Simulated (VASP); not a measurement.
**Ti5WC6: single point with PBE**

Ti5WC6:

```xyz
12
Lattice="3.0634 0.0000 0.0000 -1.5317 2.6530 0.0000 0.0000 0.0000 15.0721" Properties=species:S:1:pos:R:3 pbc="T T T"
Ti    1.5317    0.8843   10.0781
Ti    0.0000    1.7687    4.9940
Ti    1.5317    0.8843    2.4906
Ti    0.0000    0.0000    0.0000
Ti    0.0000    1.7687   12.5815
W     0.0000    0.0000    7.5360
C     0.0000    1.7687    8.7977
C     1.5317    0.8843    6.2744
C     0.0000    0.0000    3.7670
C     0.0000    1.7687    1.2555
C     1.5317    0.8843   13.8166
C     0.0000    0.0000   11.3051
```

```yaml
Program: VASP 6.6.1
Task: single point
Functional: PBE
Potentials_or_basis: VASP PAW PBE potentials, release 64 (Ti_sv, W_sv, C)
Cutoff: 520 eV
k_mesh: 12 × 12 × 4
Occupations: gaussian, width 0.1 eV
Spin: no spin polarisation
Dipole_correction: no
Further_INCAR_settings: ALGO = Fast; EDIFF = 1e-06; NBANDS = 61
```

The pressure is 0.4 GPa, the largest force is 0.019 eV/Å and the band gap on the k mesh is zero (bands 49 and 50 overlap by 1.25 eV).

Forces in eV/Å, atoms in the order of the input:
```
Ti   0.000  0.000  0.012
Ti   0.000  0.000 -0.012
Ti   0.000  0.000  0.005
Ti   0.000  0.000  0.000
Ti   0.000  0.000 -0.005
W    0.000  0.000  0.000
C    0.000  0.000  0.019
C    0.000  0.000 -0.019
C    0.000  0.000 -0.002
C    0.000  0.000  0.001
C    0.000  0.000 -0.001
C    0.000  0.000  0.002
```

Levels at points of the mesh, in eV from the Fermi level:
```
           k point  band 46  band 47  band 48  band 49  band 50  band 51  band 52  band 53
(0.00, 0.00, 0.00)    -0.75    -0.75     0.08     0.67     0.67     0.68     0.76     0.76
(0.50, 0.00, 0.00)    -1.83    -1.62    -0.87    -0.50    -0.15     0.30     1.48     1.76
(0.00, 0.00, 0.50)    -0.48    -0.22    -0.22    -0.21    -0.21     0.63     0.63     0.97
(0.50, 0.00, 0.50)    -2.20    -1.12    -0.79    -0.75    -0.41     0.75     0.97     1.97
```

Run time: 50 min on 1 thread of Oxide Virtual Turin-like Processor, with other jobs on the host, peak memory 0.5 GiB.

Caveat: spin-orbit coupling is left out, which moves the levels of the heavy elements.
